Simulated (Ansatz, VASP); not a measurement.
## One calculation of Ga2O3, two programs

```
Ga O
1.0
     2.49226    1.43891    4.43583
    -2.49226    1.43891    4.43583
     0.00000   -2.87782    4.43583
Ga O
4 6
Direct
  0.85579 0.85579 0.85579
  0.64421 0.64421 0.64421
  0.14421 0.14421 0.14421
  0.35579 0.35579 0.35579
  0.75000 0.44652 0.05348
  0.44652 0.05348 0.75000
  0.05348 0.75000 0.44652
  0.25000 0.55348 0.94652
  0.94652 0.25000 0.55348
  0.55348 0.94652 0.25000
```

Change from the starting cell: uniaxial_z strain -1.0%.

Alike in both runs: task single point; functional PBE; k mesh 6 × 6 × 6; occupations fermi-dirac, width 0.02 eV; no spin polarisation.

|  | VASP | Ansatz |
| --- | --- | --- |
| version | VASP 6.6.1 | Ansatz 0.2.0 |
| potentials or method | VASP PAW PBE potentials, release 64 (Ga_d, O) | plane waves, PAW |
| plane-wave cutoff (eV) | 520 | 420 |
| valence electrons in the cell | 88 | 88 |

|  | VASP | Ansatz | Ansatz less VASP |
| --- | --- | --- | --- |
| gap on the k mesh at the Fermi level (eV) | 2.94 | 2.95 | +0.007 |
| pressure (GPa) | 12.7 | 11.7 | -1.03 |
| traceless stress, the component that is largest in VASP (GPa) | 0.59 | 0.68 | +0.086 |
| rms of the force components (eV/Å) | 0.032 | 0.025 | -0.0070 |

Atom by atom the forces differ by 0.009 eV/Å (rms over components).
